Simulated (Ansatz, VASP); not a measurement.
**SnSe in VASP and in Ansatz**

```
Sn Se
1.0
     4.21934    0.00000    0.00000
     0.00000    4.21934    0.00000
     0.00000    0.00000    5.99303
Sn Se
2 2
Direct
  0.50000 0.00000 0.25009
  0.00000 0.50000 0.74991
  0.50000 0.00000 0.74990
  0.00000 0.50000 0.25010
```

Alike in both runs: task single point; functional PBE; k mesh 4 × 4 × 4; occupations methfessel-paxton of order 1, width 0.2 eV; no spin polarisation.

|  | VASP | Ansatz |
| --- | --- | --- |
| version | VASP 6.6.1 | Ansatz 0.2.0 |
| potentials or method | VASP PAW PBE potentials, release 64 (Sn_d, Se) | plane waves |
| plane-wave cutoff (eV) | 500 | 420 |
| valence electrons in the cell | 40 | 60 |

```csv
,VASP,Ansatz,Ansatz less VASP
pressure (GPa),1.6,1.6,-0.01
"traceless stress, the component that is largest in VASP (GPa)",-0.45,-0.43,+0.017
```

The functional is the same, so the differences come from potentials, cutoffs and numerics. VASP's potentials hold 40 valence electrons a cell and Ansatz's 60, so a difference there can come from the potentials and not from the codes. Ansatz's warnings: smearing energy in gap.
